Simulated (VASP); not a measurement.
C, 2 atoms in the cell. It takes space group Fddd (No. 70, orthorhombic). The conventional cell has a = 3.233 Å, b = 3.567 Å, c = 3.901 Å, α = 90.00°, β = 90.00°, γ = 90.00°. C (site symmetry 222) has 4 C at 1.55 Å within 2.1 Å.  This cell differs from its parent crystal: strain +0.0937 x Voigt [1, -1, 0, 0, 0, 0].

* Program: VASP 6.6.1
* Task: single point
* Functional: r2SCAN
* Potentials or basis: VASP PAW PBE potentials, release 64 (C)
* Cutoff: 520 eV
* k mesh: 12 × 12 × 12
* Occupations: gaussian, width 0.05 eV
* Spin: no spin polarisation
* Dipole correction: no
* Further INCAR settings: ALGO = Normal; EDIFF = 1e-07; NBANDS = 11

Potentials or basis: VASP PAW PBE potentials, release 64 (C).

Launch:

```bash
$ cat potpaw_PBE.64/C/POTCAR > POTCAR
$ cp INCAR.step1 INCAR
$ mpirun -np 1 vasp_std > vasp.out
$ cp INCAR.step2 INCAR
$ mpirun -np 1 vasp_std > vasp.out
```

Hardware: 1 thread of AMD EPYC 7R43 64-Core Processor (Zen 3) (shared host).

Problem. How long does it take, and how much memory?

Solution. Wall time 3.9 min on 1 thread of AMD EPYC 7R43 64-Core Processor (Zen 3), on a shared host, peak memory 0.1 GiB. Counts: k points 280.
